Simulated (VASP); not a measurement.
Input of a VASP 6.6.1 run:

Contents of INCAR:

```
SYSTEM = Pt
  PREC = Accurate
  ENCUT = 600
  EDIFF = 1E-7
  ISMEAR = -1
  SIGMA = 0.1
  LREAL = .FALSE.
  LASPH = .TRUE.
  NELM = 60
  ALGO = Normal
  ISIF = 3
  LWAVE = .FALSE.
  LCHARG = .FALSE.
  GGA = RP
  IBRION = 2
  NSW = 80
  EDIFFG = -0.01
```

The input KPOINTS:

```
regular mesh
0
G
  5 5 5
  0 0 0
```

The input POSCAR:

```
Pt
1.0
    4.9427962708      0.0000000000      0.0000000000
    0.0000000000      4.9427962708      0.0000000000
    0.0000000000      0.0000000000      4.9427962708
Pt
8
Direct
    0.0000000000      0.0000000000      0.0000000000
    0.5000000000      0.5000000000      0.5000000000
    0.2500000000      0.0000000000      0.5000000000
    0.7500000000      0.0000000000      0.5000000000
    0.5000000000      0.2500000000      0.0000000000
    0.5000000000      0.7500000000      0.0000000000
    0.0000000000      0.5000000000      0.2500000000
    0.0000000000      0.5000000000      0.7500000000
```

Potentials or basis: VASP PAW PBE potentials, release 64 (Pt).

Run with:

```bash
$ cat potpaw_PBE.64/Pt/POTCAR > POTCAR
$ mpirun -np 1 vasp_std > vasp.out
```

Problem. Predict the band gap on the k mesh.

Solution. Zero (bands 40 and 41 overlap by 0.38 eV).

Problem. What does it give for the space group after relaxing (to 0.1 Å)?

Solution. Pm-3n (No. 223).

The path:
```tsv
step	energy change (eV)	largest force (eV/Å)	pressure (GPa)	volume (Å³)
1	0.0000	0.0000	23.95	120.76
2	2.4138	0.0000	-24.44	164.65
3	-0.7668	0.0000	-1.58	133.17
4	-0.7719	0.0000	-0.26	132.31
5	-0.7720	0.0000	0.12	132.07
6	-0.7720	0.0000	0.12	132.07
7	-0.7720	0.0000	0.11	132.07
8	-0.7720	0.0000	0.11	132.07
9	-0.7720	0.0000	0.11	132.07
10	-0.7720	0.0000	0.11	132.07
11	-0.7720	0.0000	0.11	132.07
12	-0.7720	0.0000	0.11	132.07
13	-0.7720	0.0000	0.11	132.07
14	-0.7720	0.0000	0.11	132.08
15	-0.7720	0.0000	0.11	132.08
16	-0.7720	0.0000	0.10	132.08
17	-0.7720	0.0000	0.09	132.09
```

Caveat: the PAW data sets were made with another functional, which shifts forces and pressure a little; spin-orbit coupling is left out, which moves the levels of the heavy elements.
